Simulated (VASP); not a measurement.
# KBr (R-3m) in VASP: notebook

KBr is run at these levels: PBEsol; tasks: single point.

Everything below comes from runs of VASP 6.6.1. Logs are shortened: lines on timing, memory, paths and dates and some standing lists are left out, and cuts for length are marked.

### Step 1. The cell of the first run

Symmetry: R-3m, No. 166, trigonal system. The conventional cell has a = 4.889 Å, b = 4.889 Å, c = 10.180 Å, α = 90.00°, β = 90.00°, γ = 120.00°. Within 4.3 Å of K (site symmetry -3m) lie 6 Br at 3.29 Å. Br (site symmetry -3m) has 6 K at 3.29 Å within 4.3 Å.

### Step 2. Single point, PBEsol

INCAR

```
PREC = Accurate ; ENCUT = 520
EDIFF = 1E-7 ; ISMEAR = 0
SIGMA = 0.05 ; LREAL = False
LASPH = True ; NELM = 60
ALGO = Normal ; ISIF = 2
LWAVE = False ; LCHARG = True
GGA = PS ; LELF = True
LVHAR = True ; NBANDS = 15
```

KPOINTS

```
Automatic mesh
0
Gamma
  8 8 8
```

POSCAR

```
KBr
1.0
   -0.3457181880      3.1114636921      3.1114636921
    3.1114636921     -0.3457181880      3.1114636921
    3.1114636921      3.1114636921     -0.3457181880
K Br
1 1
Direct
    0.0000000000      0.0000000000      0.0000000000
    0.5000000000      0.5000000000      0.5000000000
```

Potentials or basis: VASP PAW PBE potentials, release 64 (K_sv, Br).

Started as:

```sh
cat potpaw_PBE.64/K_sv/POTCAR potpaw_PBE.64/Br/POTCAR > POTCAR
mpirun -np 1 vasp_std > vasp.out
```

OUTCAR:

```text
PREC = Accurate
   ENCUT = 520
   EDIFF = 1E-7
   ISMEAR = 0
   LREAL = False
   LASPH = True
   NELM = 60
   ISIF = 2
   GGA = PS

 ion  position               nearest neighbor table
   1  0.000  0.000  0.000-   2 3.29   2 3.29   2 3.29   2 3.29   2 3.29   2 3.29
   2  0.500  0.500  0.500-   1 3.29   1 3.29   1 3.29   1 3.29   1 3.29   1 3.29

  LATTYP: Found a trigonal (rhomboedric) cell.
 ALAT       =     4.4138343512
 COS(alpha) =     0.3865030675

  Lattice vectors:

 A1 = (  -0.3457181880,   3.1114636921,   3.1114636921)
 A2 = (   3.1114636921,  -0.3457181880,   3.1114636921)
 A3 = (   3.1114636921,   3.1114636921,  -0.3457181880)

Analysis of symmetry for initial positions (statically):
=====================================================================
 Subroutine PRICEL returns:
 Original cell was already a primitive cell.

 Routine SETGRP: Setting up the symmetry group for a
 trigonal (rhombohedral) supercell.

 Subroutine GETGRP returns: Found 12 space group operations
 (whereof 12 operations were pure point group operations)
 out of a pool of 12 trial point group operations.

The static configuration has the point symmetry D_3d.

Analysis of symmetry for dynamics (positions and initial velocities):
=====================================================================
 Subroutine PRICEL returns:
 Original cell was already a primitive cell.

 Routine SETGRP: Setting up the symmetry group for a
 trigonal (rhombohedral) supercell.

 Subroutine GETGRP returns: Found 12 space group operations
 (whereof 12 operations were pure point group operations)
 out of a pool of 12 trial point group operations.

The dynamic configuration has the point symmetry D_3d.

 Subroutine INISYM returns: Found 12 space group operations
 (whereof 12 operations are pure point group operations),
 and found     1 'primitive' translations

----------------------------------------------------------------------------------------

                                     Primitive cell

  volume of cell :      70.2450

  direct lattice vectors                    reciprocal lattice vectors
    -0.345718188  3.111463692  3.111463692    -0.136119027  0.153133906  0.153133906
     3.111463692 -0.345718188  3.111463692     0.153133906 -0.136119027  0.153133906
     3.111463692  3.111463692 -0.345718188     0.153133906  0.153133906 -0.136119027

  length of vectors
     4.413834351  4.413834351  4.413834351     0.255789710  0.255789710  0.255789710

  position of ions in fractional coordinates (direct lattice)
     0.000000000  0.000000000  0.000000000
     0.500000000  0.500000000  0.500000000

  ion indices of the primitive-cell ions
   primitive index   ion index
                 1           1
                 2           2

----------------------------------------------------------------------------------------

 KPOINTS: Automatic mesh

Automatic generation of k-mesh.
 Grid dimensions read from file:
 generate k-points for:    8    8    8

 Generating k-lattice:

  Cartesian coordinates                     Fractional coordinates (reciprocal lattice)
    -0.017014878  0.019141738  0.019141738     0.125000000  0.000000000  0.000000000
     0.019141738 -0.017014878  0.019141738     0.000000000  0.125000000  0.000000000
     0.019141738  0.019141738 -0.017014878     0.000000000  0.000000000  0.125000000

  Length of vectors
     0.031973714  0.031973714  0.031973714

  Shift w.r.t. Gamma in fractional coordinates (k-lattice)
     0.000000000  0.000000000  0.000000000

 Subroutine IBZKPT returns following result:
 ===========================================

 Found     65 irreducible k-points:

 Following reciprocal coordinates:
            Coordinates               Weight
  0.000000  0.000000  0.000000      1.000000
  0.125000  0.000000 -0.000000      6.000000
  0.250000  0.000000 -0.000000      6.000000
  0.375000  0.000000 -0.000000      6.000000
  0.500000  0.000000 -0.000000      3.000000
  0.125000  0.125000 -0.000000      6.000000
[... 16 lines left out ...]
  0.250000  0.125000  0.125000      6.000000
  0.375000  0.125000  0.125000      6.000000
 [... further k-points ...]
   k-points           NKPTS =     65   k-points in BZ     NKDIM =     65   number of bands    NBANDS=     15
   number of dos      NEDOS =    301   number of ions     NIONS =      2
   total plane-waves  NPLWV =  46656
   dimension x,y,z NGX =    36 NGY =   36 NGZ =   36
   dimension x,y,z NGXF=    72 NGYF=   72 NGZF=   72
   ions per type =               1   1
   NGX,Y,Z   is equivalent  to a cutoff of  13.56, 13.56, 13.56 a.u.
   NGXF,Y,Z  is equivalent  to a cutoff of  27.12, 27.12, 27.12 a.u.
 SYSTEM =  unknown system
   PREC   = accura    normal or accurate (medium, high low for compatibility)
   ISTART =      0    job   : 0-new  1-cont  2-samecut
   ICHARG =      2    charge: 1-file 2-atom 10-const
   ISPIN  =      1    spin polarized calculation?
   LNONCOLLINEAR =      F non collinear calculations
   LSORBIT =      F    spin-orbit coupling
   LASPH  =      T    aspherical Exc in radial PAW
   ENCUT  =  520.0 eV  38.22 Ry    6.18 a.u.   8.21  8.21  8.21*2*pi/ulx,y,z
   NELM   =     60;   NELMIN=  2; NELMDL= -5     # of ELM steps
   EDIFF  = 0.1E-06   stopping-criterion for ELM
   LREAL  =      F    real-space projection
   EDIFFG = 0.1E-05   stopping-criterion for IOM
   NSW    =      0    number of steps for IOM
   IBRION =     -1    ionic relax: 0-MD 1-quasi-New 2-CG
   NFREE  =      0    steps in history (QN), initial steepest desc. (CG)
   ISIF   =      2    stress and relaxation
   ISYM   =      2    0-nonsym 1-usesym 2-fastsym
   POTIM  = 0.5000    time-step for ionic-motion
   TEBEG  =    0.0;   TEEND  =   0.0 temperature during run
   PSTRESS=    0.0 pullay stress
   NELECT =      16.0000    total number of electrons
   NUPDOWN=      -1.0000    fix difference up-down
   EMIN   =  10.00;   EMAX   =-10.00  energy-range for DOS
   EFERMI =   0.00;   METHOD = LEGACY
   ISMEAR =     0;   SIGMA  =   0.05  broadening in eV -4-tet -1-fermi 0-gaus
   EFERMI_NEDOS =   21; number of points for ismear=-14 and -15
   IALGO  =     38    algorithm
   IMIX   =      4    mixing-type and parameters
     AMIX     =   0.40;   BMIX     =  1.00
     AMIX_MAG =   1.60;   BMIX_MAG =  1.00
  volume/ion in A,a.u.               =      35.12       237.02
  Fermi-wavevector in a.u.,A,eV,Ry     =   0.999792  1.889333 13.600164  0.999584
  Thomas-Fermi vector in A             =   2.132106
   LORBIT       =      0    0 simple, 1 ext, 2 COOP (PROOUT), +10 PAW based schemes
   GGA     = PS    functional components
   LHFCALC =     F    Hartree Fock is set to
   AEXX    =    0.0000 exact exchange contribution
   IVDW    =     0    specifies the selected vdW correction
   LEPSILON=     F    determine dielectric tensor
   LRPA    =     F    only Hartree local field effects (RPA)
 non-spin polarized calculation
 Gauss-broadening in eV      SIGMA  =   0.05
  energy-cutoff  :      520.00
  volume of cell :       70.25
 maximum number of plane-waves:      1904
 NGX is ok and might be reduce to    36

 number of electron      16.0000003 magnetization

 Free energy of the ion-electron system (eV)
  ---------------------------------------------------
  ext. energy  EPLUGINS =         0.00000000
  ---------------------------------------------------
  free energy    TOTEN  =        -6.42986112 eV

  energy without entropy =       -6.42986112  energy(sigma->0) =       -6.42986112

 E-fermi :  -1.1782     XC(G=0):  -7.6509

 val. band max:       -1.4845592329   @ k =   0.0000   0.0000   0.0000
 cond. band min:       2.5650708872   @ k =   0.0000   0.0000   0.0000
 fundamental gap:      4.0496301200
 Fermi energy:        -1.1782031790

 k-point     1 :       0.0000    0.0000    0.0000
  band No.  band energies     occupation
      1     -29.3569      2.00000
      2     -14.0308      2.00000
      3     -12.9006      2.00000
      4     -12.8923      2.00000
      5     -12.8923      2.00000
      6      -1.7696      2.00000
      7      -1.7696      2.00000
      8      -1.4846      2.00000
      9       2.5651      0.00000
     10       5.3715      0.00000
     11       5.3715      0.00000
     12       6.7787      0.00000
     13       6.7787      0.00000
     14       6.9012      0.00000
     15       9.8178      0.00000

 k-point     2 :       0.1250    0.0000   -0.0000
  band No.  band energies     occupation
      1     -29.3560      2.00000
      2     -14.0622      2.00000
      3     -12.9025      2.00000
      4     -12.8914      2.00000
      5     -12.8501      2.00000
      6      -1.9834      2.00000
      7      -1.8160      2.00000
      8      -1.5560      2.00000
      9       2.9500      0.00000
     10       5.4256      0.00000
     11       5.5434      0.00000
     12       6.9508      0.00000
     13       6.9516      0.00000
     14       7.0158      0.00000
     15      10.2814      0.00000

 k-point     3 :       0.2500    0.0000   -0.0000
  band No.  band energies     occupation
      1     -29.3538      2.00000
      2     -14.1308      2.00000
      3     -12.9077      2.00000
      4     -12.8893      2.00000
      5     -12.7544      2.00000
      6      -2.4511      2.00000
      7      -1.9238      2.00000
      8      -1.6683      2.00000
      9       3.7948      0.00000
     10       5.5800      0.00000
     11       6.0300      0.00000
     12       7.3207      0.00000
     13       7.4213      0.00000
     14       7.6445      0.00000
     15      10.2256      0.00000
[... 343 lines left out ...]
 k-point    23 :       0.2500    0.1250    0.1250
  band No.  band energies     occupation
      1     -29.3536      2.00000
      2     -14.0741      2.00000
      3     -12.9080      2.00000
      4     -12.8901      2.00000
      5     -12.8269      2.00000
      6      -2.2395      2.00000
      7      -1.9355      2.00000
      8      -1.7419      2.00000
      9       3.6012      0.00000
     10       5.5483      0.00000
     11       5.7869      0.00000
     12       6.7277      0.00000
     13       7.2360      0.00000
     14       7.3538      0.00000
     15      11.1128      0.00000

 k-point    24 :       0.3750    0.1250    0.1250
  band No.  band energies     occupation
      1     -29.3514      2.00000
      2     -14.1258      2.00000
      3     -12.9182      2.00000
      4     -12.8880      2.00000
      5     -12.7504      2.00000
      6      -2.6536      2.00000
      7      -2.0353      2.00000
      8      -1.7838      2.00000
      9       4.4426      0.00000
     10       5.4303      0.00000
     11       6.2827      0.00000
     12       7.3186      0.00000
     13       7.9411      0.00000
     14       7.9902      0.00000
     15      10.0829      0.00000

 [... further k-points ...]

------------------------ aborting loop because EDIFF is reached ----------------------------------------

  FORCE on cell =-STRESS in cart. coord.  units (eV):
  Direction    XX          YY          ZZ          XY          YZ          ZX
  --------------------------------------------------------------------------------------
  -------------------------------------------------------------------------------------
  Total       -0.0603821     -0.0603821     -0.0603821      0.1605909      0.1605909      0.1605909
  in kB       -1.3772201     -1.3772201     -1.3772201      3.6628224      3.6628224      3.6628224
  external PRESSURE =      -1.3772201 kB  Pullay stress =       0.0000000 kB

 VOLUME and BASIS-vectors are now :
 -----------------------------------------------------------------------------
  energy-cutoff  :      520.00
  volume of cell :       70.25
      direct lattice vectors                 reciprocal lattice vectors
    -0.345718188  3.111463692  3.111463692    -0.136119027  0.153133906  0.153133906
     3.111463692 -0.345718188  3.111463692     0.153133906 -0.136119027  0.153133906
     3.111463692  3.111463692 -0.345718188     0.153133906  0.153133906 -0.136119027

 POSITION                                       TOTAL-FORCE (eV/Angst)
 -----------------------------------------------------------------------------------
      0.00000      0.00000      0.00000         0.000000      0.000000     -0.000000
      2.93860      2.93860      2.93860        -0.000000     -0.000000      0.000000
 -----------------------------------------------------------------------------------
    total drift:                                0.000000      0.000000      0.000000

  FREE ENERGIE OF THE ION-ELECTRON SYSTEM (eV)
  ---------------------------------------------------
  free  energy   TOTEN  =        -6.4298611179 eV

  energy  without entropy=       -6.4298611179  energy(sigma->0) =       -6.42986112
```

Run time: 59 s. Hardware: 1 thread of AMD EPYC 7R13, shared host; peak memory 0.24 GiB.

Results:

```yaml
Free_energy: -6.4299 eV
Pressure: -0.1 GPa
Band_gap_on_the_k_mesh: 4.05 eV, direct
```

Levels at points of the mesh, in eV from the valence-band top:
```
           k point  band 5  band 6  band 7  band 8  band 9  band 10  band 11  band 12
(0.00, 0.00, 0.00)  -11.41   -0.29   -0.29    0.00    4.05     6.86     6.86     8.26
(0.50, 0.00, 0.00)  -11.15   -1.51   -0.58   -0.31    6.27     7.67     8.83     9.43
(0.50, 0.50, 0.00)  -11.43   -1.10   -0.68   -0.32    5.48     6.86     8.98     9.20
(0.50, 0.50, 0.50)  -11.25   -1.41   -0.81   -0.81    6.25     8.31     9.26     9.26
```

Caveat: the PAW data sets were made with another functional, which shifts forces and pressure a little. A k mesh can miss the band edges.

### Step 3. Single point, PBEsol

This run uses another cell than the first one, of the same volume but with other edges.

INCAR

```
SYSTEM = KBr
ALGO = Normal ; EDIFF = 1E-6
ENCUT = 520 ; GGA = PS
ISIF = 2 ; ISMEAR = 0
LASPH = .True. ; LCHARG = .False.
LREAL = .False. ; LWAVE = .False.
NBANDS = 15 ; NELM = 60
PREC = Accurate ; SIGMA = 0.05
```

KPOINTS

```
k-points
0
Gamma
  8 8 8
  0 0 0
```

POSCAR

```
KBr
1.0
    0.4109038319      3.4926825707      3.4926825707
    3.4926825707      0.4109038319      3.4926825707
    3.4926825707      3.4926825707      0.4109038319
K Br
1 1
Direct
    0.0000000000      0.0000000000      0.0000000000
    0.5000000000      0.5000000000      0.5000000000
```

Potentials or basis: VASP PAW PBE potentials, release 64 (K_sv, Br).

Started as:

```sh
cat potpaw_PBE.64/K_sv/POTCAR potpaw_PBE.64/Br/POTCAR > POTCAR
mpirun -np 1 vasp_std > vasp.out
```

Run time: 79 s. Hardware: 1 thread of AMD EPYC 7R13, shared host; peak memory 0.27 GiB.

Results (log left out):

| Item | Value |
| --- | --- |
| Free energy | -6.3974 eV |
| Pressure | -0.2 GPa |
| Band gap on the k mesh | 3.96 eV, direct |

Stress tensor (GPa, compression positive):
```
-0.18 -0.88 -0.88
-0.88 -0.18 -0.88
-0.88 -0.88 -0.18
```

Levels at points of the mesh, in eV from the valence-band top:
| k point | band 5 | band 6 | band 7 | band 8 | band 9 | band 10 | band 11 | band 12 |
| --- | --- | --- | --- | --- | --- | --- | --- | --- |
| (0.00, 0.00, 0.00) | -11.46 | -0.50 | 0.00 | 0.00 | 3.96 | 6.59 | 7.72 | 7.72 |
| (0.50, 0.00, 0.00) | -11.26 | -1.47 | -0.82 | -0.41 | 6.21 | 7.63 | 9.12 | 9.54 |
| (0.50, 0.50, 0.00) | -11.48 | -1.12 | -0.67 | -0.30 | 5.43 | 6.87 | 8.93 | 8.96 |
| (0.50, 0.50, 0.50) | -11.13 | -1.54 | -0.21 | -0.21 | 6.35 | 7.15 | 9.15 | 9.15 |

Caveat: the PAW data sets were made with another functional, which shifts forces and pressure a little.
